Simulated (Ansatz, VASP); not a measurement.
**Two plane-wave programs on GaO3**

The input INCAR:

```
SYSTEM = GaO3
  PREC = Accurate
  ENCUT = 600
  EDIFF = 1E-6
  ISMEAR = 0
  SIGMA = 0.1
  LREAL = .False.
  LASPH = .True.
  NELM = 120
  ALGO = Normal
  ISIF = 2
  LWAVE = .False.
  LCHARG = .False.
  GGA = PE
  NBANDS = 24
  GGA_COMPAT = .False.
```

The input KPOINTS:

```
regular mesh
0
Gamma
  6 6 2
  0 0 0
```

Contents of POSCAR:

```
GaO3
1.0
    2.4893083900      0.0000000000      0.0000000000
   -1.2446542000      2.1558043100      0.0000000000
    0.0000000000      0.0000000000      8.2634843600
Ga O
1 3
Direct
    0.6666666700      0.3333333300      0.0000000000
    0.6666666700      0.3333333300      0.5000000000
    0.3333333300      0.6666666700      0.2463857700
    0.3333333300      0.6666666700      0.7536142300
```

Input for Ansatz:

```yaml
crystal:
  lattice:
    - [2.48930839, 0.0, 0.0]
    - [-1.2446542, 2.15580431, 0.0]
    - [0.0, 0.0, 8.26348436]
  atoms:
    - { symbol: Ga, position: [0.66666667, 0.33333333, 0.0] }
    - { symbol: O, position: [0.66666667, 0.33333333, 0.5] }
    - { symbol: O, position: [0.33333333, 0.66666667, 0.24638577] }
    - { symbol: O, position: [0.33333333, 0.66666667, 0.75361423] }
basis:
  ecutwfc: 420
kpoints:
  mp_grid: { grid: [6, 6, 2] }
hamiltonian:
  xc: pbe
scf:
  occupations: { method: gaussian, width: 0.1 }
  lower_state_search: "off"
output:
  forces: true
  stress: true
  eigenvalues: true
```

Change from the starting cell: species swapped into the Tl3Bi type (P-6m2, No. 187).

Alike in both runs: task single point; functional PBE; k mesh 6 × 6 × 2; occupations gaussian, width 0.1 eV; no spin polarisation.

```csv
,VASP,Ansatz
version,VASP 6.6.1,Ansatz 0.2.0
potentials or method,"VASP PAW PBE potentials, release 64 (Ga_d, O), cutoff 600 eV","scalar-relativistic, plane waves, PAW"
valence electrons in the cell,31,31
```

|  | VASP | Ansatz | Ansatz less VASP |
| --- | --- | --- | --- |
| gap on the k mesh at the Fermi level (eV) | none | none | - |
| pressure (GPa) | -5.7 | -5.7 | -0.02 |
| traceless stress, the component that is largest in VASP (GPa) | -23.29 | -23.29 | +0.004 |
| rms of the force components (eV/Å) | 0.471 | 0.479 | +0.0084 |

Atom by atom the forces differ by 0.008 eV/Å (rms over components). A gap of «none» marks a metal or a gap that the smearing closes. With one functional, cell and mesh, what is left measures potentials, basis and numerics.

The k mesh is coarse, so the values compare programs but aren't converged.
